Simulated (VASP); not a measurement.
Set up this calculation in VASP 6.6.1, as the native input.

- Task: single point
- Functional: PBE-based global hybrid with 5 % exact exchange
- Potentials or basis: VASP PAW PBE potentials, release 64 (Eu, S)
- Cutoff: 520 eV
- k mesh: 4 × 4 × 4
- Occupations: gaussian, width 0.05 eV
- Spin: collinear spin, ferromagnetic start
- Starting moments: [7.55, 0.0] μB
- Dipole correction: no
- Grid for exact exchange (PRECFOCK): Normal
- Share of exact exchange: 0.05
- Further INCAR settings: ALGO = Normal; EDIFF = 1e-06; NBANDS = 22

The system is EuS.

```
Eu S
1.0
     0.00000    2.97850    2.97850
     2.97850    0.00000    2.97850
     2.97850    2.97850    0.00000
Eu S
1 1
Cartesian
  2.9785 2.9785 2.9785
  0.0000 0.0000 0.0000
```

One way to write it, as run:

POSCAR

```
EuS
1.0
    0.0000000000      2.9785018670      2.9785018670
    2.9785018670      0.0000000000      2.9785018670
    2.9785018670      2.9785018670      0.0000000000
Eu S
1 1
Direct
    0.5000000000      0.5000000000      0.5000000000
    0.0000000000      0.0000000000      0.0000000000
```

INCAR.step1

```
PREC = Accurate
ENCUT = 520
EDIFF = 1E-5
ISMEAR = 0
SIGMA = 0.05
LREAL = F
LASPH = T
NELM = 200
ALGO = Normal
ISIF = 2
LWAVE = T
LCHARG = F
ISPIN = 2
MAGMOM = 7.55 0
LORBIT = 11
LMAXMIX = 6
GGA = PE
NBANDS = 22
GGA_COMPAT = F
```

INCAR.step2

```
PREC = Accurate
ENCUT = 520
EDIFF = 1E-6
ISMEAR = 0
SIGMA = 0.05
LREAL = F
LASPH = T
NELM = 200
ALGO = Normal
ISIF = 2
LWAVE = F
LCHARG = F
ISPIN = 2
MAGMOM = 7.55 0
LORBIT = 11
LMAXMIX = 6
GGA = PE
LHFCALC = T
AEXX = 0.05
PRECFOCK = Normal
ISTART = 1
NBANDS = 22
GGA_COMPAT = F
```

KPOINTS

```
regular mesh
0
Gamma
  4 4 4
```

Potentials or basis: VASP PAW PBE potentials, release 64 (Eu, S).

Run with:

```sh
$ cat potpaw_PBE.64/Eu/POTCAR potpaw_PBE.64/S/POTCAR > POTCAR
$ cp INCAR.step1 INCAR
$ mpirun -np 1 vasp_std > vasp.out
$ cp INCAR.step2 INCAR
$ mpirun -np 1 vasp_std > vasp.out
```

It gave:

```
Pressure                                              : -2.1 GPa
Band gap on the k mesh                                : zero (filled and empty bands overlap)
Net moment                                            : 7.00 μB per cell
Site moments                                          : Eu +6.62; S -0.07 μB
Valence electrons inside the program's atomic spheres : Eu 14.78; S 3.75
```

Caveat: the k points lie up to 0.46 Å⁻¹ apart; the PAW data sets were made with another functional, which shifts forces and pressure a little; spin-orbit coupling is left out, which moves the levels of the heavy elements; a cell with one magnetic atom can't hold antiferromagnetic order, which such compounds often take.

It took 58 min on 1 thread of AMD EPYC 7R43 64-Core Processor (Zen 3), on a shared host, peak memory 0.19 GiB.
